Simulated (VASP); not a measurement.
Crystal: Rh.

```
CELL_PARAMETERS angstrom
0.00000 1.92282 1.92282
1.92282 0.00000 1.92282
1.92282 1.92282 0.00000
ATOMIC_POSITIONS crystal
Rh 0.00000 0.00000 0.00000
```

This cell differs from its parent crystal: volume scaled by 1.04.

Base run:

* Program: VASP 6.6.1
* Functional: PBEsol
* Potentials or basis: VASP PAW PBE potentials, release 64 (Rh_pv)
* Cutoff: 520 eV
* k mesh: 12 × 12 × 12
* Occupations: fermi-dirac, width 0.05 eV
* Spin: no spin polarisation

Its results: pressure -13.6 GPa.

Task: The run is repeated on the same cell with these changes: functional from PBEsol to revPBE. What comes out?

Result: Pressure 0.2 GPa.

revPBE binds less tightly than PBEsol, so the same cell stands under more pressure.

Caveats: the PAW data sets were made with another functional, which shifts forces and pressure a little.
